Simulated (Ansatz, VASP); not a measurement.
## Two plane-wave programs on H14CO7

```
O H C
1.0
     6.00832    0.00000    0.00000
     0.00000    6.00832    0.00000
     0.00000    0.00000    6.00832
O H C
7 14 1
Direct
  0.30825 0.71216 0.59654
  0.55555 0.91515 0.05583
  0.11891 0.98040 0.14298
  0.76614 0.94102 0.65672
  0.42598 0.48145 0.97248
  0.50368 0.20695 0.39683
  0.91134 0.58121 0.13428
  0.18837 0.81126 0.64198
  0.32846 0.61420 0.72756
  0.64128 0.94001 0.91639
  0.39692 0.94170 0.02207
  0.18921 0.99149 0.28871
  0.03453 0.83827 0.14772
  0.70885 0.07519 0.58110
  0.65729 0.83059 0.60437
  0.50961 0.61565 0.02044
  0.53892 0.37997 0.91693
  0.46552 0.34573 0.32116
  0.54110 0.10611 0.26986
  0.92689 0.26149 0.23975
  0.05459 0.48776 0.42683
  0.96432 0.43966 0.27119
```

Alike in both runs: functional PBE; dispersion D3(BJ); k mesh 1 × 1 × 1; occupations fermi-dirac, width 0.02 eV; no spin polarisation.

Ansatz relaxed the structure, and its values are those at the end. VASP's run is a single point on that final structure, the one shown.

|  | VASP | Ansatz |
| --- | --- | --- |
| version | VASP 6.6.1 | Ansatz 0.2.0 |
| potentials or method | VASP PAW PBE potentials, release 64 (O_h, H_h, C_h), cutoff 1000 eV | scalar-relativistic, plane waves, PAW |
| valence electrons in the cell | 60 | 60 |

Ansatz gave:

| Item | Value |
| --- | --- |
| gap on the k mesh at the Fermi level (eV) | 3.66 |
| rms of the force components (eV/Å) | 0.068 |

Question: What did VASP give for the same quantities?

Answer: gap on the k mesh at the Fermi level (eV): 3.66; rms of the force components (eV/Å): 0.067.

Ansatz's warnings: xc potential rough in thin density.
